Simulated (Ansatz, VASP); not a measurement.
**One calculation of SnGe2, two programs**

```
Sn Ge
1.0
     0.00000    3.13578    3.13578
     3.13578    0.00000    3.13578
     3.13578    3.13578    0.00000
Sn Ge
1 2
Direct
  0.00000 0.00000 0.00000
  0.25000 0.25000 0.25000
  0.50000 0.50000 0.50000
```

Change from the starting cell: species swapped into the Cu2Se type (F-43m, No. 216).

Alike in both runs: task single point; functional PBE; k mesh 6 × 6 × 6; occupations gaussian, width 0.1 eV; no spin polarisation.

|  | VASP | Ansatz |
| --- | --- | --- |
| version | VASP 6.6.1 | Ansatz 0.2.0 |
| potentials or method | VASP PAW PBE potentials, release 64 (Sn_d, Ge_d), cutoff 520 eV | scalar-relativistic, plane waves, PAW |
| valence electrons in the cell | 42 | 42 |

```tsv
	VASP	Ansatz	Ansatz less VASP
gap on the k mesh at the Fermi level (eV)	none	none	-
pressure (GPa)	16.4	16.4	-0.02
```

A gap of «none» marks a metal or a gap that the smearing closes.
